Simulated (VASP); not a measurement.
# Ti (R-3m) in VASP: a series of runs

Ti is run at these levels: PBEsol; tasks: single point.

Everything below comes from runs of VASP 6.6.1. Logs are shortened: lines on timing, memory, paths and dates and some standing lists are left out, and cuts for length are marked.

## Step 1: The cell of the first run

It takes space group R-3m (No. 166, trigonal). Conventional cell: a = 5.848 Å, b = 5.848 Å, c = 1.791 Å, α = 90.00°, β = 90.00°, γ = 120.00°. Ti (site symmetry -3m) has 2 Ti at 1.79 Å within 2.4 Å.

## Step 2: Single point, PBEsol

Contents of INCAR:

```
ALGO = Fast
EDIFF = 1E-7
ENCUT = 520
GGA = PS
ISIF = 2
ISMEAR = 0
LASPH = T
LCHARG = T
LELF = T
LREAL = F
LVHAR = T
LWAVE = F
NBANDS = 12
NELM = 80
PREC = Accurate
SIGMA = 0.15
```

Contents of KPOINTS:

```
k-points
0
Gamma
  22 22 22
```

Contents of POSCAR:

```
Ti
1.0
   -2.4121188500      1.7229420357      1.7229420357
    1.7229420357     -2.4121188500      1.7229420357
    1.7229420357      1.7229420357     -2.4121188500
Ti
1
Direct
    0.0000000000      0.0000000000      0.0000000000
```

Potentials or basis: VASP PAW PBE potentials, release 64 (Ti_sv).

Run with:

```bash
$ cat potpaw_PBE.64/Ti_sv/POTCAR > POTCAR
$ mpirun -np 1 vasp_std > vasp.out
```

OUTCAR:

```text
EDIFF = 1E-7
   ENCUT = 520
   GGA = PS
   ISIF = 2
   ISMEAR = 0
   LASPH = T
   LREAL = F
   NELM = 80
   PREC = Accurate

 ion  position               nearest neighbor table
   1  0.000  0.000  0.000-

  LATTYP: Found a trigonal (rhomboedric) cell.
 ALAT       =     3.4286113608
 COS(alpha) =    -0.4545454545

  Lattice vectors:

 A1 = (  -2.4121188500,   1.7229420357,   1.7229420357)
 A2 = (   1.7229420357,  -2.4121188500,   1.7229420357)
 A3 = (   1.7229420357,   1.7229420357,  -2.4121188500)

Analysis of symmetry for initial positions (statically):
=====================================================================
 Subroutine PRICEL returns:
 Original cell was already a primitive cell.

 Routine SETGRP: Setting up the symmetry group for a
 trigonal (rhombohedral) supercell.

 Subroutine GETGRP returns: Found 12 space group operations
 (whereof 12 operations were pure point group operations)
 out of a pool of 12 trial point group operations.

The static configuration has the point symmetry D_3d.

Analysis of symmetry for dynamics (positions and initial velocities):
=====================================================================
 Subroutine PRICEL returns:
 Original cell was already a primitive cell.

 Routine SETGRP: Setting up the symmetry group for a
 trigonal (rhombohedral) supercell.

 Subroutine GETGRP returns: Found 12 space group operations
 (whereof 12 operations were pure point group operations)
 out of a pool of 12 trial point group operations.

The dynamic configuration has the point symmetry D_3d.

 Subroutine INISYM returns: Found 12 space group operations
 (whereof 12 operations are pure point group operations),
 and found     1 'primitive' translations

----------------------------------------------------------------------------------------

                                     Primitive cell

  volume of cell :      17.6761

  direct lattice vectors                    reciprocal lattice vectors
    -2.412118850  1.722942036  1.722942036     0.161222938  0.403057346  0.403057346
     1.722942036 -2.412118850  1.722942036     0.403057346  0.161222938  0.403057346
     1.722942036  1.722942036 -2.412118850     0.403057346  0.403057346  0.161222938

  length of vectors
     3.428611361  3.428611361  3.428611361     0.592370901  0.592370901  0.592370901

  position of ions in fractional coordinates (direct lattice)
     0.000000000  0.000000000  0.000000000

  ion indices of the primitive-cell ions
   primitive index   ion index
                 1           1

----------------------------------------------------------------------------------------

 KPOINTS: k-points

Automatic generation of k-mesh.
 Grid dimensions read from file:
 generate k-points for:   22   22   22

 Generating k-lattice:

  Cartesian coordinates                     Fractional coordinates (reciprocal lattice)
     0.007328315  0.018320788  0.018320788     0.045454545  0.000000000  0.000000000
     0.018320788  0.007328315  0.018320788     0.000000000  0.045454545  0.000000000
     0.018320788  0.018320788  0.007328315     0.000000000  0.000000000  0.045454545

  Length of vectors
     0.026925950  0.026925950  0.026925950

  Shift w.r.t. Gamma in fractional coordinates (k-lattice)
     0.000000000  0.000000000  0.000000000

 Subroutine IBZKPT returns following result:
 ===========================================

 Found   1024 irreducible k-points:

 Following reciprocal coordinates:
            Coordinates               Weight
  0.000000  0.000000  0.000000      1.000000
  0.045455 -0.000000  0.000000      6.000000
  0.090909 -0.000000  0.000000      6.000000
  0.136364 -0.000000 -0.000000      6.000000
  0.181818 -0.000000 -0.000000      6.000000
  0.227273 -0.000000  0.000000      6.000000
[... 16 lines left out ...]
  0.500000  0.045455 -0.000000     12.000000
 -0.454545  0.045455  0.000000     12.000000
 [... further k-points ...]
   k-points           NKPTS =   1024   k-points in BZ     NKDIM =   1024   number of bands    NBANDS=     12
   number of dos      NEDOS =    301   number of ions     NIONS =      1
   total plane-waves  NPLWV =  21952
   dimension x,y,z NGX =    28 NGY =   28 NGZ =   28
   dimension x,y,z NGXF=    56 NGYF=   56 NGZF=   56
   ions per type =               1
   NGX,Y,Z   is equivalent  to a cutoff of  13.58, 13.58, 13.58 a.u.
   NGXF,Y,Z  is equivalent  to a cutoff of  27.15, 27.15, 27.15 a.u.
 SYSTEM =  unknown system
   PREC   = accura    normal or accurate (medium, high low for compatibility)
   ISTART =      0    job   : 0-new  1-cont  2-samecut
   ICHARG =      2    charge: 1-file 2-atom 10-const
   ISPIN  =      1    spin polarized calculation?
   LNONCOLLINEAR =      F non collinear calculations
   LSORBIT =      F    spin-orbit coupling
   LASPH  =      T    aspherical Exc in radial PAW
   ENCUT  =  520.0 eV  38.22 Ry    6.18 a.u.   6.37  6.37  6.37*2*pi/ulx,y,z
   NELM   =     80;   NELMIN=  2; NELMDL= -5     # of ELM steps
   EDIFF  = 0.1E-06   stopping-criterion for ELM
   LREAL  =      F    real-space projection
   EDIFFG = 0.1E-05   stopping-criterion for IOM
   NSW    =      0    number of steps for IOM
   IBRION =     -1    ionic relax: 0-MD 1-quasi-New 2-CG
   NFREE  =      0    steps in history (QN), initial steepest desc. (CG)
   ISIF   =      2    stress and relaxation
   ISYM   =      2    0-nonsym 1-usesym 2-fastsym
   POTIM  = 0.5000    time-step for ionic-motion
   TEBEG  =    0.0;   TEEND  =   0.0 temperature during run
   PSTRESS=    0.0 pullay stress
   NELECT =      12.0000    total number of electrons
   NUPDOWN=      -1.0000    fix difference up-down
   EMIN   =  10.00;   EMAX   =-10.00  energy-range for DOS
   EFERMI =   0.00;   METHOD = LEGACY
   ISMEAR =     0;   SIGMA  =   0.15  broadening in eV -4-tet -1-fermi 0-gaus
   EFERMI_NEDOS =   21; number of points for ismear=-14 and -15
   IALGO  =     68    algorithm
   IMIX   =      4    mixing-type and parameters
     AMIX     =   0.40;   BMIX     =  1.00
     AMIX_MAG =   1.60;   BMIX_MAG =  1.00
  volume/ion in A,a.u.               =      17.68       119.28
  Fermi-wavevector in a.u.,A,eV,Ry     =   1.438821  2.718977 28.166848  2.070205
  Thomas-Fermi vector in A             =   2.557745
   LORBIT       =      0    0 simple, 1 ext, 2 COOP (PROOUT), +10 PAW based schemes
   GGA     = PS    functional components
   LHFCALC =     F    Hartree Fock is set to
   AEXX    =    0.0000 exact exchange contribution
   IVDW    =     0    specifies the selected vdW correction
   LEPSILON=     F    determine dielectric tensor
   LRPA    =     F    only Hartree local field effects (RPA)
 non-spin polarized calculation
 RMM-DIIS sequential band-by-band and
 Gauss-broadening in eV      SIGMA  =   0.15
  energy-cutoff  :      520.00
  volume of cell :       17.68
 maximum number of plane-waves:       491
 NGX is ok and might be reduce to    28
   NGX = 13   NGY = 13   NGZ = 13

 number of electron      11.9999999 magnetization

 Free energy of the ion-electron system (eV)
  ---------------------------------------------------
  ext. energy  EPLUGINS =         0.00000000
  ---------------------------------------------------
  free energy    TOTEN  =        -5.69438342 eV

  energy without entropy =       -5.68082335  energy(sigma->0) =       -5.68760339

 E-fermi :   6.9645     XC(G=0): -11.1104

 val. band max:        6.9633981883   @ k =   0.4091   0.1818   0.1818
 cond. band min:       6.9655733391   @ k =  -0.3182   0.2273   0.1818
 fundamental gap:      0.0021751507
 Fermi energy:         6.9645400649

 k-point     1 :       0.0000    0.0000    0.0000
  band No.  band energies     occupation
      1     -50.4276      2.00000
      2     -25.8629      2.00000
      3     -25.8629      2.00000
      4     -19.7631      2.00000
      5       1.6195      2.00000
      6       5.8895      2.00000
      7       6.9358      1.21349
      8       6.9358      1.21349
      9      16.0157      0.00000
     10      16.0157      0.00000
     11      17.8534      0.00000
     12      21.8263      0.00000

 k-point     2 :       0.0455   -0.0000    0.0000
  band No.  band energies     occupation
      1     -50.3748      2.00000
      2     -25.8284      2.00000
      3     -25.8275      2.00000
      4     -20.0285      2.00000
      5       1.7362      2.00000
      6       6.1905      2.00000
      7       6.9873      0.82986
      8       7.0094      0.67209
      9      15.5173      0.00000
     10      15.5228      0.00000
     11      17.9626      0.00000
     12      22.0596      0.00000

 k-point     3 :       0.0909   -0.0000    0.0000
  band No.  band energies     occupation
      1     -50.2177      2.00000
      2     -25.7267      2.00000
      3     -25.7234      2.00000
      4     -20.7800      2.00000
      5       2.0784      2.00000
      6       7.0568      0.38460
      7       7.1415      0.09531
      8       7.2275      0.01318
      9      14.3069      0.00000
     10      14.3246      0.00000
     11      18.2795      0.00000
     12      22.4357      0.00000

 k-point     4 :       0.1364   -0.0000   -0.0000
  band No.  band energies     occupation
      1     -49.9608      2.00000
      2     -25.5632      2.00000
      3     -25.5561      2.00000
      4     -21.9062      2.00000
      5       2.6297      2.00000
      6       7.3960      0.00005
      7       7.5803      0.00000
      8       8.3886      0.00000
      9      12.7896      0.00000
     10      12.8144      0.00000
     11      18.7712      0.00000
     12      22.6823      0.00000

 k-point     5 :       0.1818   -0.0000   -0.0000
  band No.  band energies     occupation
      1     -49.6127      2.00000
      2     -25.3473      2.00000
      3     -25.3356      2.00000
      4     -23.2731      2.00000
      5       3.3736      2.00000
      6       7.7431      0.00000
      7       8.0502      0.00000
      8      10.0227      0.00000
      9      11.2174      0.00000
     10      11.2322      0.00000
     11      19.3771      0.00000
     12      22.8235      0.00000
[... 228 lines left out ...]
      1     -47.0044      2.00000
      2     -30.4301      2.00000
      3     -23.9453      2.00000
      4     -23.9180      2.00000
      5       4.0076      2.00000
      6       4.4431      2.00000
      7      10.7875      0.00000
      8      11.1215      0.00000
      9      12.0844      0.00000
     10      16.6646      0.00000
     11      22.2787      0.00000
     12      22.9383      0.00000

 k-point    22 :       0.4545    0.0455   -0.0000
  band No.  band energies     occupation
      1     -46.9022      2.00000
      2     -30.6432      2.00000
      3     -23.9020      2.00000
      4     -23.8724      2.00000
      5       3.8210      2.00000
      6       4.2722      2.00000
      7      10.9027      0.00000
      8      11.3310      0.00000
      9      13.6039      0.00000
     10      15.3585      0.00000
     11      22.0186      0.00000
     12      22.6595      0.00000

 k-point    23 :       0.5000    0.0455   -0.0000
  band No.  band energies     occupation
      1     -47.0036      2.00000
      2     -30.4304      2.00000
      3     -23.9513      2.00000
      4     -23.9198      2.00000
      5       3.9527      2.00000
      6       4.4350      2.00000
      7      10.7517      0.00000
      8      11.1874      0.00000
      9      13.0677      0.00000
     10      15.7930      0.00000
     11      21.6406      0.00000
     12      22.6531      0.00000

 k-point    24 :      -0.4545    0.0455    0.0000
  band No.  band energies     occupation
      1     -47.2885      2.00000
      2     -29.8151      2.00000
      3     -24.0873      2.00000
      4     -24.0545      2.00000
      5       4.3825      2.00000
      6       4.9223      2.00000
      7      10.3367      0.00000
      8      10.5994      0.00000
      9      11.6945      0.00000
     10      16.6818      0.00000
     11      21.2540      0.00000
     12      23.0850      0.00000

 [... further k-points ...]
[... 5 lines left out ...]
  --------------------------------------------------------------------------------------
  -------------------------------------------------------------------------------------
  Total        4.7635515      4.7635515      4.7635515      7.1869490      7.1869490      7.1869490
  in kB      431.7732293    431.7732293    431.7732293    651.4324816    651.4324816    651.4324816
  external PRESSURE =     431.7732293 kB  Pullay stress =       0.0000000 kB

 VOLUME and BASIS-vectors are now :
 -----------------------------------------------------------------------------
  energy-cutoff  :      520.00
  volume of cell :       17.68
      direct lattice vectors                 reciprocal lattice vectors
    -2.412118850  1.722942036  1.722942036     0.161222938  0.403057346  0.403057346
     1.722942036 -2.412118850  1.722942036     0.403057346  0.161222938  0.403057346
     1.722942036  1.722942036 -2.412118850     0.403057346  0.403057346  0.161222938

 POSITION                                       TOTAL-FORCE (eV/Angst)
 -----------------------------------------------------------------------------------
      0.00000      0.00000      0.00000         0.000000      0.000000      0.000000
 -----------------------------------------------------------------------------------
    total drift:                               -0.000000     -0.000000      0.000000

  FREE ENERGIE OF THE ION-ELECTRON SYSTEM (eV)
  ---------------------------------------------------
  free  energy   TOTEN  =        -5.6943834175 eV

  energy  without entropy=       -5.6808233546  energy(sigma->0) =       -5.68760339
```

Wall time 13 min (1 thread of Intel Xeon Platinum 8259CL at 2.50GHz (Skylake/Cascade Lake), shared host); peak memory 0.34 GiB.

Results:

```
Free energy            : -5.6944 eV
Pressure               : 43.2 GPa
Band gap on the k mesh : zero (band 6 reaches 8.40 eV, above the bottom of band 7 at 5.76 eV)
```

Caveat: the PAW data sets were made with another functional, which shifts forces and pressure a little.

[end of part 1 of 2]
